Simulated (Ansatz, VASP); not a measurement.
**LiF: VASP beside Ansatz**

File INCAR:

```
  PREC = Accurate
  ENCUT = 520
  EDIFF = 1E-6
  ISMEAR = 0
  SIGMA = 0.02
  LREAL = False
  LASPH = True
  NELM = 80
  ALGO = Normal
  ISIF = 2
  LWAVE = False
  LCHARG = True
  GGA = PE
  LELF = True
  LVHAR = True
  NBANDS = 12
```

KPOINTS

```
Automatic mesh
0
Gamma
  10 10 10
```

File POSCAR:

```
LiF
1.0
    0.0000000000      1.9706003469      1.9706003469
    1.9706003469      0.0000000000      1.9706003469
    1.9706003469      1.9706003469      0.0000000000
Li F
1 1
Direct
    0.0000000000      0.0000000000      0.0000000000
    0.5000000000      0.5000000000      0.5000000000
```

Input for Ansatz:

```yaml
crystal:
  lattice:
    - [0.0, 1.9706003469, 1.9706003469]
    - [1.9706003469, 0.0, 1.9706003469]
    - [1.9706003469, 1.9706003469, 0.0]
  atoms:
    - { symbol: Li, position: [0.0, 0.0, 0.0] }
    - { symbol: F, position: [0.5, 0.5, 0.5] }
basis:
  ecutwfc: 420
kpoints:
  mp_grid: { grid: [10, 10, 10] }
hamiltonian:
  xc: pbe
scf:
  occupations: { method: gaussian, width: 0.02 }
output:
  forces: true
  stress: true
  eigenvalues: true
```

Alike in both runs: task single point; functional PBE; k mesh 10 × 10 × 10; occupations gaussian, width 0.02 eV; no spin polarisation.

|  | VASP | Ansatz |
| --- | --- | --- |
| version | VASP 6.6.1 | Ansatz 0.2.0 |
| potentials or method | VASP PAW PBE potentials, release 64 (Li_sv, F), cutoff 520 eV | scalar-relativistic, plane waves, PAW |
| valence electrons in the cell | 10 | 10 |

Ansatz gave:

```
gap on the k mesh at the Fermi level (eV) : 9.69
least direct gap on the mesh (eV)         : 9.69
```

Problem. What did VASP give for the same quantities?

Solution. gap on the k mesh at the Fermi level (eV): 9.70; least direct gap on the mesh (eV): 9.70.

Noted on VASP's run: the cutoff is short for stress, so the pressure is rough.
